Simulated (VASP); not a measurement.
# Hf in VASP: density of states with LDA

Aim: the density of states of Hf with LDA.

Everything below comes from runs of VASP 6.6.1. Logs are shortened: lines on timing, memory, paths and dates and some standing lists are left out, and cuts for length are marked.

**1. The cell of the first run**

The cell holds a slab with vacuum, 5 atoms: a = 3.118 Å, b = 3.118 Å, c = 25.893 Å, α = 90.00°, β = 90.00°, γ = 120.00°.

**2. Density of states, LDA**

POSCAR reads:

```
Hf
1.0
    3.1180146446      0.0000000000      0.0000000000
   -1.5590073223      2.7002798916      0.0000000000
    0.0000000000      0.0000000000     25.8932000000
Hf
5
Direct
    0.0000000000      0.0000000000      0.3089611796
    0.3333333340      0.6666666660      0.4044805899
    0.0000000000      0.0000000000      0.4999999997
    0.3333333340      0.6666666660      0.5955194101
    0.0000000000      0.0000000000      0.6910388204
```

INCAR.step1 reads:

```
SYSTEM = Hf
PREC     = Accurate       ! precision mode
ENCUT    = 520            ! plane-wave cutoff, eV
EDIFF    = 1E-7           ! SCF threshold, eV
ISMEAR   = -1             ! smearing method
SIGMA    = 0.08           ! smearing width, eV
LREAL    = .False.        ! projectors in reciprocal space
LASPH    = .True.         ! aspherical terms in the spheres
NELM     = 100            ! most SCF steps
ALGO     = Normal         ! electronic algorithm
ISIF     = 2              ! what is computed and relaxed
LWAVE    = .False.        ! write WAVECAR
LCHARG   = .True.         ! write CHGCAR
LMAXMIX  = 4              ! l up to which the mixer works
LDIPOL   = .True.       
IDIPOL   = 3            
DIPOL    = 0.5 0.5 0.500
NBANDS   = 33             ! bands
```

KPOINTS.step1 reads:

```
Automatic mesh
0
Gamma
  12 12 1
  0 0 0
```

INCAR.step2 reads:

```
SYSTEM = Hf
PREC     = Accurate       ! precision mode
ENCUT    = 520            ! plane-wave cutoff, eV
EDIFF    = 1E-7           ! SCF threshold, eV
ISMEAR   = -5             ! smearing method
SIGMA    = 0.08           ! smearing width, eV
LREAL    = .False.        ! projectors in reciprocal space
LASPH    = .True.         ! aspherical terms in the spheres
NELM     = 100            ! most SCF steps
ALGO     = Normal         ! electronic algorithm
ISIF     = 2              ! what is computed and relaxed
LWAVE    = .False.        ! write WAVECAR
LCHARG   = .False.        ! write CHGCAR
LMAXMIX  = 4              ! l up to which the mixer works
LDIPOL   = .True.       
IDIPOL   = 3            
DIPOL    = 0.5 0.5 0.500
LORBIT   = 11             ! projections on sites
NEDOS    = 2001           ! points of the DOS
ICHARG   = 11             ! starting density
```

KPOINTS.step2 reads:

```
Automatic mesh
0
Gamma
  18 18 1
  0 0 0
```

Potentials or basis: VASP PAW LDA potentials, release 64 (Hf_pv).

Command:

```bash
> cat potpaw_LDA.64/Hf_pv/POTCAR > POTCAR
> cp INCAR.step1 INCAR
> cp KPOINTS.step1 KPOINTS
> mpirun -np 1 vasp_std > vasp.out
> cp INCAR.step2 INCAR
> cp KPOINTS.step2 KPOINTS
> mpirun -np 1 vasp_std > vasp.out
```

OUTCAR:

```text
SYSTEM = Hf
   PREC = Accurate
   ENCUT = 520
   EDIFF = 1E-7
   ISMEAR = -5
   LREAL = .False.
   LASPH = .True.
   NELM = 100
   ISIF = 2
   LORBIT = 11
   ICHARG = 11

 ion  position               nearest neighbor table
   1  0.000  0.000  0.309-   2 3.06   2 3.06   2 3.06
   2  0.333  0.667  0.404-   3 3.06   3 3.06   3 3.06   1 3.06   1 3.06   1 3.06
   3  0.000  0.000  0.500-   2 3.06   2 3.06   2 3.06   4 3.06   4 3.06   4 3.06
   4  0.333  0.667  0.596-   5 3.06   5 3.06   3 3.06   3 3.06   5 3.06   3 3.06
   5  0.000  0.000  0.691-   4 3.06   4 3.06   4 3.06

  LATTYP: Found a hexagonal cell.
 ALAT       =     3.1180146446
 C/A-ratio  =     8.3043869101

  Lattice vectors:

 A1 = (   3.1180146446,   0.0000000000,   0.0000000000)
 A2 = (  -1.5590073223,   2.7002798916,   0.0000000000)
 A3 = (   0.0000000000,   0.0000000000,  25.8932000000)

Analysis of symmetry for initial positions (statically):
=====================================================================
 Subroutine PRICEL returns:
 Original cell was already a primitive cell.

 Routine SETGRP: Setting up the symmetry group for a
 hexagonal supercell.

 Subroutine GETGRP returns: Found 12 space group operations
 (whereof 12 operations were pure point group operations)
 out of a pool of 24 trial point group operations.

The static configuration has the point symmetry D_3h.

Analysis of symmetry for dynamics (positions and initial velocities):
=====================================================================
 Subroutine PRICEL returns:
 Original cell was already a primitive cell.

 Routine SETGRP: Setting up the symmetry group for a
 hexagonal supercell.

 Subroutine GETGRP returns: Found 12 space group operations
 (whereof 12 operations were pure point group operations)
 out of a pool of 24 trial point group operations.

The dynamic configuration has the point symmetry D_3h.

 Subroutine INISYM returns: Found 12 space group operations
 (whereof 12 operations are pure point group operations),
 and found     1 'primitive' translations

----------------------------------------------------------------------------------------

                                     Primitive cell

  volume of cell :     218.0081

  direct lattice vectors                    reciprocal lattice vectors
     3.118014645  0.000000000  0.000000000     0.320716903  0.185165990  0.000000000
    -1.559007322  2.700279892  0.000000000     0.000000000  0.370331980  0.000000000
     0.000000000  0.000000000 25.893200000     0.000000000  0.000000000  0.038620178

  length of vectors
     3.118014645  3.118014645 25.893200000     0.370331980  0.370331980  0.038620178

  position of ions in fractional coordinates (direct lattice)
     0.000000000  0.000000000  0.308961180
     0.333333334  0.666666666  0.404480590
     0.000000000  0.000000000  0.500000000
     0.333333334  0.666666666  0.595519410
     0.000000000  0.000000000  0.691038820

  ion indices of the primitive-cell ions
   primitive index   ion index
                 1           1
                 2           2
                 3           3
                 4           4
                 5           5

----------------------------------------------------------------------------------------

 KPOINTS: Automatic mesh

Automatic generation of k-mesh.
 Grid dimensions read from file:
 generate k-points for:   18   18    1

 Generating k-lattice:

  Cartesian coordinates                     Fractional coordinates (reciprocal lattice)
     0.017817606  0.010286999  0.000000000     0.055555556  0.000000000  0.000000000
     0.000000000  0.020573999  0.000000000     0.000000000  0.055555556  0.000000000
     0.000000000  0.000000000  0.038620178     0.000000000  0.000000000  1.000000000

  Length of vectors
     0.020573999  0.020573999  0.038620178

  Shift w.r.t. Gamma in fractional coordinates (k-lattice)
     0.000000000  0.000000000  0.000000000

 TETIRR: Found    169 inequivalent tetrahedra from     1944

 Subroutine IBZKPT returns following result:
 ===========================================

 Found     37 irreducible k-points:

 Following reciprocal coordinates:
            Coordinates               Weight
  0.000000  0.000000  0.000000      1.000000
  0.055556  0.000000  0.000000      6.000000
  0.111111  0.000000  0.000000      6.000000
  0.166667  0.000000  0.000000      6.000000
  0.222222  0.000000  0.000000      6.000000
  0.277778  0.000000  0.000000      6.000000
[... 16 lines left out ...]
  0.333333  0.111111  0.000000     12.000000
  0.388889  0.111111  0.000000     12.000000
 [... further k-points ...]
   k-points           NKPTS =     37   k-points in BZ     NKDIM =     37   number of bands    NBANDS=     30
   number of dos      NEDOS =   2001   number of ions     NIONS =      5
   total plane-waves  NPLWV = 112896
   dimension x,y,z NGX =    24 NGY =   24 NGZ =  196
   dimension x,y,z NGXF=    48 NGYF=   48 NGZF=  392
   ions per type =               5
   NGX,Y,Z   is equivalent  to a cutoff of  12.80, 12.80, 12.58 a.u.
   NGXF,Y,Z  is equivalent  to a cutoff of  25.59, 25.59, 25.17 a.u.
 SYSTEM =  Hf
   PREC   = accura    normal or accurate (medium, high low for compatibility)
   ISTART =      0    job   : 0-new  1-cont  2-samecut
   ICHARG =     11    charge: 1-file 2-atom 10-const
   ISPIN  =      1    spin polarized calculation?
   LNONCOLLINEAR =      F non collinear calculations
   LSORBIT =      F    spin-orbit coupling
   LASPH  =      T    aspherical Exc in radial PAW
   ENCUT  =  520.0 eV  38.22 Ry    6.18 a.u.   5.80  5.80 48.14*2*pi/ulx,y,z
   NELM   =    100;   NELMIN=  2; NELMDL=  0     # of ELM steps
   EDIFF  = 0.1E-06   stopping-criterion for ELM
   LREAL  =      F    real-space projection
   EDIFFG = 0.1E-05   stopping-criterion for IOM
   NSW    =      0    number of steps for IOM
   IBRION =     -1    ionic relax: 0-MD 1-quasi-New 2-CG
   NFREE  =      0    steps in history (QN), initial steepest desc. (CG)
   ISIF   =      2    stress and relaxation
   ISYM   =      2    0-nonsym 1-usesym 2-fastsym
   POTIM  = 0.5000    time-step for ionic-motion
   TEBEG  =    0.0;   TEEND  =   0.0 temperature during run
   PSTRESS=    0.0 pullay stress
   NELECT =      50.0000    total number of electrons
   NUPDOWN=      -1.0000    fix difference up-down
   EMIN   =  10.00;   EMAX   =-10.00  energy-range for DOS
   EFERMI =   0.00;   METHOD = LEGACY
   ISMEAR =    -5;   SIGMA  =   0.08  broadening in eV -4-tet -1-fermi 0-gaus
   EFERMI_NEDOS =   21; number of points for ismear=-14 and -15
   IALGO  =     38    algorithm
   IMIX   =      4    mixing-type and parameters
     AMIX     =   0.40;   BMIX     =  1.00
     AMIX_MAG =   1.60;   BMIX_MAG =  1.00
  volume/ion in A,a.u.               =      43.60       294.24
  Fermi-wavevector in a.u.,A,eV,Ry     =   1.002091  1.893678 13.662792  1.004187
  Thomas-Fermi vector in A             =   2.134556
   LORBIT       =     11    0 simple, 1 ext, 2 COOP (PROOUT), +10 PAW based schemes
   GGA     = CA    functional components
   LHFCALC =     F    Hartree Fock is set to
   AEXX    =    0.0000 exact exchange contribution
   IVDW    =     0    specifies the selected vdW correction
   LEPSILON=     F    determine dielectric tensor
   LRPA    =     F    only Hartree local field effects (RPA)
 non-spin polarized calculation
 Fermi weights with tetrahedron method with Bloechl corrections
  energy-cutoff  :      520.00
  volume of cell :      218.01
 maximum number of plane-waves:      5906
 NGX is ok and might be reduce to    24

 number of electron      49.9999993 magnetization

 dipolmoment           0.000000      0.000000     -0.000000 electrons x Angstroem

 Free energy of the ion-electron system (eV)
  ---------------------------------------------------
  ext. energy  EPLUGINS =         0.00000000
  ---------------------------------------------------
  free energy    TOTEN  =       -51.31250564 eV

  energy without entropy =      -51.31250564  energy(sigma->0) =      -51.31250564

 E-fermi :   0.2156     XC(G=0):  -6.4960

 val. band max:        0.2176132148   @ k =   0.3333   0.3333   0.0000
 cond. band min:       0.2356678095   @ k =   0.2222   0.0000   0.0000
 fundamental gap:      0.0180545947
 Fermi energy:         0.2155654144

 k-point     1 :       0.0000    0.0000    0.0000
  band No.  band energies     occupation
      1     -30.6447      2.00000
      2     -30.5812      2.00000
      3     -30.2820      2.00000
      4     -29.9453      2.00000
      5     -29.9453      2.00000
      6     -29.9452      2.00000
[... 22 lines left out ...]
     29       1.3124      0.00000
     30       1.4533      0.00000

 k-point     2 :       0.0556    0.0000    0.0000
  band No.  band energies     occupation
      1     -30.6370      2.00000
      2     -30.5764      2.00000
      3     -30.2812      2.00000
      4     -29.9774      2.00000
      5     -29.9679      2.00000
      6     -29.9508      2.00000
[... 22 lines left out ...]
     29       1.3672      0.00000
     30       1.3884      0.00000

 k-point     3 :       0.1111    0.0000    0.0000
  band No.  band energies     occupation
      1     -30.6148      2.00000
      2     -30.5627      2.00000
      3     -30.2805      2.00000
      4     -30.0518      2.00000
      5     -30.0316      2.00000
      6     -29.9664      2.00000
[... 682 lines left out ...]
     29       1.2406      0.00000
     30       1.3937      0.00000

 k-point    24 :       0.3889    0.1111    0.0000
  band No.  band energies     occupation
      1     -30.6518      2.00000
      2     -30.6517      2.00000
      3     -30.4930      2.00000
      4     -30.4874      2.00000
      5     -30.3138      2.00000
      6     -30.2602      2.00000
[... 22 lines left out ...]
     29       1.3401      0.00000
     30       1.5473      0.00000

 [... further k-points ...]

------------------------ aborting loop because EDIFF is reached ----------------------------------------

 vacuum level on the upper side and lower side of the slab       (xc-potential included)        -0.108        -0.108

  FORCE on cell =-STRESS in cart. coord.  units (eV):
  Direction    XX          YY          ZZ          XY          YZ          ZX
  --------------------------------------------------------------------------------------
  -------------------------------------------------------------------------------------
  Total       -2.7245250     -2.7245250     -3.4468533      0.0000000      0.0000000     -0.0000000
  in kB      -20.0229803    -20.0229803    -25.3314889      0.0000000      0.0000000     -0.0000000
  external PRESSURE =     -21.7924831 kB  Pullay stress =       0.0000000 kB

 VOLUME and BASIS-vectors are now :
 -----------------------------------------------------------------------------
  energy-cutoff  :      520.00
  volume of cell :      218.01
      direct lattice vectors                 reciprocal lattice vectors
     3.118014645  0.000000000  0.000000000     0.320716903  0.185165990  0.000000000
    -1.559007322  2.700279892  0.000000000     0.000000000  0.370331980  0.000000000
     0.000000000  0.000000000 25.893200000     0.000000000  0.000000000  0.038620178

 POSITION                                       TOTAL-FORCE (eV/Angst)
 -----------------------------------------------------------------------------------
      0.00000      0.00000      7.99999         0.000000      0.000000      0.735322
      0.00000      1.80019     10.47330        -0.000000     -0.000000     -0.904130
      0.00000      0.00000     12.94660         0.000000     -0.000000      0.000000
      0.00000      1.80019     15.41990        -0.000000     -0.000000      0.904130
      0.00000      0.00000     17.89321         0.000000     -0.000000     -0.735322
 -----------------------------------------------------------------------------------
    total drift:                                0.001375     -0.000794     -0.000003

  FREE ENERGIE OF THE ION-ELECTRON SYSTEM (eV)
  ---------------------------------------------------
  free  energy   TOTEN  =       -51.3125056364 eV

  energy  without entropy=      -51.3125056364  energy(sigma->0) =      -51.31250564

 vacuum level on the upper side and lower side of the slab         4.770         4.770

 total charge

# of ion       s       p       d       tot
------------------------------------------
    1        0.427   6.271   1.606   8.304
    2        0.412   6.406   1.663   8.480
    3        0.416   6.402   1.680   8.498
    4        0.412   6.406   1.663   8.480
    5        0.427   6.271   1.606   8.304
--------------------------------------------------
tot          2.094  31.756   8.217  42.067
```

Wall time 6.4 min (1 thread of Intel Xeon Platinum 8488C (Sapphire Rapids), shared host); peak memory 0.33 GiB.

What came out:

```yaml
Valence_electrons_inside_the_program's_atomic_spheres: Hf 8.30, 8.48, 8.50
```

Caveat: spin-orbit coupling is left out, which moves the levels of the heavy elements; tetrahedron occupations give inexact forces and stress in metals.
